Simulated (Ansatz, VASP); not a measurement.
## One calculation of Ti, two programs

```
Ti
1.0
    -1.62999    1.62999    1.62999
     1.62999   -1.62999    1.62999
     1.62999    1.62999   -1.62999
Ti
1
Direct
  0.00000 0.00000 0.00000
```

Alike in both runs: task single point; functional BHLYP; k mesh 6 × 6 × 6; occupations fermi-dirac, width 0.05 eV; no spin polarisation.

|  | VASP | Ansatz |
| --- | --- | --- |
| version | VASP 6.6.1 | Ansatz 0.2.0 |
| potentials or method | VASP PAW PBE potentials, release 64 (Ti_sv) | Ansatz PAW |
| plane-wave cutoff (eV) | 520 | 420 |
| valence electrons in the cell | 12 | 12 |

Ansatz gave:

- gap on the k mesh at the Fermi level (eV): none
- pressure (GPa): 1.0

**Question.** Estimate VASP's values.

**Answer.** gap on the k mesh at the Fermi level (eV): none; pressure (GPa): 0.3.

VASP's potentials were made for PBE, not for BHLYP. A gap of «none» marks a metal or a gap that the smearing closes.

The k mesh is coarse, so the values compare programs but aren't converged.
